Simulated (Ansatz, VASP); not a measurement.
# MgRuO in VASP and in Ansatz

```xyz
3
Lattice="3.1132 0.0000 0.0000 0.0000 3.1132 0.0000 0.0000 0.0000 3.9953" Properties=species:S:1:pos:R:3 pbc="T T T"
Mg    1.5566    1.5566    1.9976
Ru    0.0000    0.0000    0.0000
O     1.5566    1.5566    0.0000
```

Alike in both runs: functional PBE; k mesh 4 × 4 × 6; occupations gaussian, width 0.1 eV; collinear spin.

Ansatz relaxed the structure, and its values are those at the end. VASP's run is a single point on that final structure, the one shown.

```csv
,VASP,Ansatz
version,VASP 6.6.1,Ansatz 0.2.0
potentials or method,"VASP PAW PBE potentials, release 64 (Mg, Ru_pv, O), cutoff 520 eV","scalar-relativistic, plane waves, PAW"
valence electrons in the cell,22,32
```

|  | VASP | Ansatz | Ansatz less VASP |
| --- | --- | --- | --- |
| gap on the k mesh at the Fermi level (eV) | none | none | - |
| pressure (GPa) | -0.2 | 0.0 | +0.19 |
| net moment per atom (μB) | 0.24 | 0.23 | -0.003 |
| size of the moment on the site where the two differ most (μB) | 0.70 | 0.57 | -0.134 |

Site moments also hang on the region over which each program counts them. A gap of «none» marks a metal or a gap that the smearing closes. VASP's potentials hold 22 valence electrons a cell and Ansatz's 32, so a difference there can come from the potentials and not from the codes. Ansatz's warnings: cell relax basis refresh.

The k mesh is coarse, so the values compare programs but aren't converged.
